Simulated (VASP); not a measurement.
# Ge (P42_12) in VASP: single point with PBE

Aim: the single point of Ge with PBE.

Program: VASP 6.6.1. These are calculated values, not measurements. Logs are shortened: lines on timing, memory, paths and dates and some standing lists are left out, and cuts for length are marked.

**1. The cell of the first run**

It takes space group P42_12 (No. 90, tetragonal). The conventional cell has a = 6.823 Å, b = 6.823 Å, c = 5.650 Å, α = 90.00°, β = 90.00°, γ = 90.00°. Within 3.4 Å of Ge (site symmetry 1) lie 6 Ge at 2.53 to 3.38 Å. Ge (site symmetry 222) has 4 Ge at 2.53 Å within 3.3 Å.

The cell was built from a structure type or drawn by symmetry, and may not be a known phase.

**2. Single point, PBE**

Contents of INCAR:

```
PREC = Accurate
ENCUT = 520
EDIFF = 1E-6
ISMEAR = 0
SIGMA = 0.01
LREAL = False
LASPH = True
NELM = 80
ALGO = Normal
ISIF = 2
LWAVE = False
LCHARG = False
GGA = PE
NBANDS = 81
```

Contents of KPOINTS:

```
Automatic mesh
0
Gamma
  6 6 6
```

Contents of POSCAR:

```
Ge
1.0
    6.8229864398      0.0000000000      0.0000000000
    0.0000000000      6.8229864398      0.0000000000
    0.0000000000      0.0000000000      5.6504360929
Ge
10
Direct
    0.0525373665      0.7601297581      0.3352523654
    0.9474626335      0.2398702419      0.3352523654
    0.7398702419      0.5525373665      0.3352523654
    0.2601297581      0.4474626335      0.3352523654
    0.4474626335      0.2601297581      0.6647476346
    0.5525373665      0.7398702419      0.6647476346
    0.7601297581      0.0525373665      0.6647476346
    0.2398702419      0.9474626335      0.6647476346
    0.0000000000      0.0000000000      0.0000000000
    0.5000000000      0.5000000000      0.0000000000
```

Potentials or basis: VASP PAW PBE potentials, release 64 (Ge_d).

Command:

```console
cat potpaw_PBE.64/Ge_d/POTCAR > POTCAR
mpirun -np 1 vasp_std > vasp.out
```

OUTCAR:

```text
PREC = Accurate
   ENCUT = 520
   EDIFF = 1E-6
   ISMEAR = 0
   LREAL = False
   LASPH = True
   NELM = 80
   ISIF = 2
   GGA = PE

 ion  position               nearest neighbor table
   1  0.053  0.760  0.335-   9 2.53   4 2.56   3 2.56   8 2.59
   2  0.947  0.240  0.335-   9 2.53   4 2.56   3 2.56   7 2.59
   3  0.740  0.553  0.335-  10 2.53   2 2.56   1 2.56   6 2.59
   4  0.260  0.447  0.335-  10 2.53   2 2.56   1 2.56   5 2.59
   5  0.447  0.260  0.665-  10 2.53   8 2.56   7 2.56   4 2.59
   6  0.553  0.740  0.665-  10 2.53   8 2.56   7 2.56   3 2.59
   7  0.760  0.053  0.665-   9 2.53   6 2.56   5 2.56   2 2.59
   8  0.240  0.947  0.665-   9 2.53   6 2.56   5 2.56   1 2.59
   9  0.000  0.000  0.000-   1 2.53   2 2.53   7 2.53   8 2.53
  10  0.500  0.500  0.000-   3 2.53   4 2.53   5 2.53   6 2.53

  LATTYP: Found a simple tetragonal cell.
 ALAT       =     6.8229864398
 C/A-ratio  =     0.8281470501

  Lattice vectors:

 A1 = (   6.8229864398,   0.0000000000,   0.0000000000)
 A2 = (   0.0000000000,   6.8229864398,   0.0000000000)
 A3 = (   0.0000000000,   0.0000000000,   5.6504360929)

Analysis of symmetry for initial positions (statically):
=====================================================================
 Subroutine PRICEL returns:
 Original cell was already a primitive cell.

 Routine SETGRP: Setting up the symmetry group for a
 simple tetragonal supercell.

 Subroutine GETGRP returns: Found  8 space group operations
 (whereof  4 operations were pure point group operations)
 out of a pool of 16 trial point group operations.

The static configuration has the point symmetry D_2 .
 The point group associated with its full space group is D_4 .

Analysis of symmetry for dynamics (positions and initial velocities):
=====================================================================
 Subroutine PRICEL returns:
 Original cell was already a primitive cell.

 Routine SETGRP: Setting up the symmetry group for a
 simple tetragonal supercell.

 Subroutine GETGRP returns: Found  8 space group operations
 (whereof  4 operations were pure point group operations)
 out of a pool of 16 trial point group operations.

The dynamic configuration has the point symmetry D_2 .
 The point group associated with its full space group is D_4 .

 Subroutine INISYM returns: Found  8 space group operations
 (whereof  4 operations are pure point group operations),
 and found     1 'primitive' translations

----------------------------------------------------------------------------------------

                                     Primitive cell

  volume of cell :     263.0456

  direct lattice vectors                    reciprocal lattice vectors
     6.822986440  0.000000000  0.000000000     0.146563387  0.000000000  0.000000000
     0.000000000  6.822986440  0.000000000     0.000000000  0.146563387  0.000000000
     0.000000000  0.000000000  5.650436093     0.000000000  0.000000000  0.176977491

  length of vectors
     6.822986440  6.822986440  5.650436093     0.146563387  0.146563387  0.176977491

  position of ions in fractional coordinates (direct lattice)
     0.052537366  0.760129758  0.335252365
     0.947462634  0.239870242  0.335252365
     0.739870242  0.552537366  0.335252365
     0.260129758  0.447462634  0.335252365
     0.447462634  0.260129758  0.664747635
     0.552537366  0.739870242  0.664747635
     0.760129758  0.052537366  0.664747635
     0.239870242  0.947462634  0.664747635
     0.000000000  0.000000000  0.000000000
     0.500000000  0.500000000  0.000000000

  ion indices of the primitive-cell ions
   primitive index   ion index
                 1           1
                 2           2
                 3           3
                 4           4
                 5           5
                 6           6
                 7           7
                 8           8
                 9           9
                10          10

----------------------------------------------------------------------------------------

 KPOINTS: Automatic mesh

Automatic generation of k-mesh.
 Grid dimensions read from file:
 generate k-points for:    6    6    6

 Generating k-lattice:

  Cartesian coordinates                     Fractional coordinates (reciprocal lattice)
     0.024427231  0.000000000  0.000000000     0.166666667  0.000000000  0.000000000
     0.000000000  0.024427231  0.000000000     0.000000000  0.166666667  0.000000000
     0.000000000  0.000000000  0.029496248     0.000000000  0.000000000  0.166666667

  Length of vectors
     0.024427231  0.024427231  0.029496248

  Shift w.r.t. Gamma in fractional coordinates (k-lattice)
     0.000000000  0.000000000  0.000000000

 Subroutine IBZKPT returns following result:
 ===========================================

 Found     40 irreducible k-points:

 Following reciprocal coordinates:
            Coordinates               Weight
  0.000000  0.000000  0.000000      1.000000
  0.166667  0.000000  0.000000      4.000000
  0.333333  0.000000  0.000000      4.000000
  0.500000  0.000000  0.000000      2.000000
  0.166667  0.166667  0.000000      4.000000
  0.333333  0.166667  0.000000      8.000000
[... 16 lines left out ...]
  0.333333  0.000000  0.333333      8.000000
  0.500000  0.000000  0.333333      4.000000
 [... further k-points ...]
   k-points           NKPTS =     40   k-points in BZ     NKDIM =     40   number of bands    NBANDS=     81
   number of dos      NEDOS =    301   number of ions     NIONS =     10
   total plane-waves  NPLWV = 122472
   dimension x,y,z NGX =    54 NGY =   54 NGZ =   42
   dimension x,y,z NGXF=   108 NGYF=  108 NGZF=   84
   ions per type =              10
   NGX,Y,Z   is equivalent  to a cutoff of  13.16, 13.16, 12.36 a.u.
   NGXF,Y,Z  is equivalent  to a cutoff of  26.31, 26.31, 24.71 a.u.
 SYSTEM =  unknown system
   PREC   = accura    normal or accurate (medium, high low for compatibility)
   ISTART =      0    job   : 0-new  1-cont  2-samecut
   ICHARG =      2    charge: 1-file 2-atom 10-const
   ISPIN  =      1    spin polarized calculation?
   LNONCOLLINEAR =      F non collinear calculations
   LSORBIT =      F    spin-orbit coupling
   LASPH  =      T    aspherical Exc in radial PAW
   ENCUT  =  520.0 eV  38.22 Ry    6.18 a.u.  12.69 12.69 10.51*2*pi/ulx,y,z
   NELM   =     80;   NELMIN=  2; NELMDL= -5     # of ELM steps
   EDIFF  = 0.1E-05   stopping-criterion for ELM
   LREAL  =      F    real-space projection
   EDIFFG = 0.1E-04   stopping-criterion for IOM
   NSW    =      0    number of steps for IOM
   IBRION =     -1    ionic relax: 0-MD 1-quasi-New 2-CG
   NFREE  =      0    steps in history (QN), initial steepest desc. (CG)
   ISIF   =      2    stress and relaxation
   ISYM   =      2    0-nonsym 1-usesym 2-fastsym
   POTIM  = 0.5000    time-step for ionic-motion
   TEBEG  =    0.0;   TEEND  =   0.0 temperature during run
   PSTRESS=    0.0 pullay stress
   NELECT =     140.0000    total number of electrons
   NUPDOWN=      -1.0000    fix difference up-down
   EMIN   =  10.00;   EMAX   =-10.00  energy-range for DOS
   EFERMI =   0.00;   METHOD = LEGACY
   ISMEAR =     0;   SIGMA  =   0.01  broadening in eV -4-tet -1-fermi 0-gaus
   EFERMI_NEDOS =   21; number of points for ismear=-14 and -15
   IALGO  =     38    algorithm
   IMIX   =      4    mixing-type and parameters
     AMIX     =   0.40;   BMIX     =  1.00
     AMIX_MAG =   1.60;   BMIX_MAG =  1.00
  volume/ion in A,a.u.               =      26.30       177.51
  Fermi-wavevector in a.u.,A,eV,Ry     =   1.326703  2.507106 23.948185  1.760142
  Thomas-Fermi vector in A             =   2.456070
   LORBIT       =      0    0 simple, 1 ext, 2 COOP (PROOUT), +10 PAW based schemes
   GGA     = PE    functional components
   LHFCALC =     F    Hartree Fock is set to
   AEXX    =    0.0000 exact exchange contribution
   IVDW    =     0    specifies the selected vdW correction
   LEPSILON=     F    determine dielectric tensor
   LRPA    =     F    only Hartree local field effects (RPA)
 non-spin polarized calculation
 Gauss-broadening in eV      SIGMA  =   0.01
  energy-cutoff  :      520.00
  volume of cell :      263.05
 maximum number of plane-waves:      7111
 NGX is ok and might be reduce to    54
   NGX = 25   NGY = 25   NGZ = 21

 number of electron     139.9999891 magnetization

 Free energy of the ion-electron system (eV)
  ---------------------------------------------------
  ext. energy  EPLUGINS =         0.00000000
  ---------------------------------------------------
  free energy    TOTEN  =       -41.85181656 eV

  energy without entropy =      -41.85181636  energy(sigma->0) =      -41.85181646

 E-fermi :   3.7241     XC(G=0):  -9.1136

 val. band max:        3.6990308983   @ k =   0.0000   0.0000   0.3333
 cond. band min:       3.7516836878   @ k =   0.3333   0.3333   0.1667
 fundamental gap:      0.0526527895
 Fermi energy:         3.7241135305

 k-point     1 :       0.0000    0.0000    0.0000
  band No.  band energies     occupation
      1     -21.1388      2.00000
      2     -21.1029      2.00000
      3     -21.1029      2.00000
      4     -21.1022      2.00000
      5     -21.1012      2.00000
      6     -21.0758      2.00000
[... 73 lines left out ...]
     80       7.0602      0.00000
     81       7.1318      0.00000

 k-point     2 :       0.1667    0.0000    0.0000
  band No.  band energies     occupation
      1     -21.1371      2.00000
      2     -21.1082      2.00000
      3     -21.1017      2.00000
      4     -21.1012      2.00000
      5     -21.0980      2.00000
      6     -21.0811      2.00000
[... 73 lines left out ...]
     80       7.3911      0.00000
     81       7.4598      0.00000
[... 1762 lines left out ...]
     80       7.5853      0.00000
     81       7.9102      0.00000

 k-point    24 :       0.5000    0.0000    0.3333
  band No.  band energies     occupation
      1     -21.1216      2.00000
      2     -21.1216      2.00000
      3     -21.1061      2.00000
      4     -21.1061      2.00000
      5     -21.0802      2.00000
      6     -21.0802      2.00000
[... 73 lines left out ...]
     80       7.4451      0.00000
     81       8.0115      0.00000

 [... further k-points ...]

------------------------ aborting loop because EDIFF is reached ----------------------------------------

  FORCE on cell =-STRESS in cart. coord.  units (eV):
  Direction    XX          YY          ZZ          XY          YZ          ZX
  --------------------------------------------------------------------------------------
  -------------------------------------------------------------------------------------
  Total       -0.0361922     -0.0361922     -0.0331733      0.0000000      0.0000000      0.0000000
  in kB       -0.2204423     -0.2204423     -0.2020546      0.0000000      0.0000000      0.0000000
  external PRESSURE =      -0.2143130 kB  Pullay stress =       0.0000000 kB

 VOLUME and BASIS-vectors are now :
 -----------------------------------------------------------------------------
  energy-cutoff  :      520.00
  volume of cell :      263.05
      direct lattice vectors                 reciprocal lattice vectors
     6.822986440  0.000000000  0.000000000     0.146563387  0.000000000  0.000000000
     0.000000000  6.822986440  0.000000000     0.000000000  0.146563387  0.000000000
     0.000000000  0.000000000  5.650436093     0.000000000  0.000000000  0.176977491

 POSITION                                       TOTAL-FORCE (eV/Angst)
 -----------------------------------------------------------------------------------
      0.35846      5.18636      1.89432        -0.001171     -0.001325     -0.001127
      6.46452      1.63663      1.89432         0.001171      0.001325     -0.001127
      5.04812      3.76995      1.89432         0.001325     -0.001171     -0.001127
      1.77486      3.05303      1.89432        -0.001325      0.001171     -0.001127
      3.05303      1.77486      3.75611         0.001171     -0.001325      0.001127
      3.76995      5.04812      3.75611        -0.001171      0.001325      0.001127
      5.18636      0.35846      3.75611        -0.001325     -0.001171      0.001127
      1.63663      6.46452      3.75611         0.001325      0.001171      0.001127
      0.00000      0.00000      0.00000        -0.000000      0.000000     -0.000000
      3.41149      3.41149      0.00000        -0.000000      0.000000     -0.000000
 -----------------------------------------------------------------------------------
    total drift:                               -0.000000      0.000000      0.000000

  FREE ENERGIE OF THE ION-ELECTRON SYSTEM (eV)
  ---------------------------------------------------
  free  energy   TOTEN  =       -41.8518165617 eV

  energy  without entropy=      -41.8518163595  energy(sigma->0) =      -41.85181646
```

Run time: 11 min. Hardware: 1 thread of Oxide Virtual Turin-like, shared host; peak memory 0.67 GiB.

Results:

```
Free energy            : -41.8518 eV
Pressure               : 0.0 GPa
Band gap on the k mesh : 0.05 eV (least direct gap 0.08 eV)
```

Forces in eV/Å, atoms in the order of the input:
```
Ge  -0.001 -0.001 -0.001
Ge   0.001  0.001 -0.001
Ge   0.001 -0.001 -0.001
Ge  -0.001  0.001 -0.001
Ge   0.001 -0.001  0.001
Ge  -0.001  0.001  0.001
Ge  -0.001 -0.001  0.001
Ge   0.001  0.001  0.001
Ge   0.000  0.000  0.000
Ge   0.000  0.000  0.000
```

A k mesh can miss the band edges.
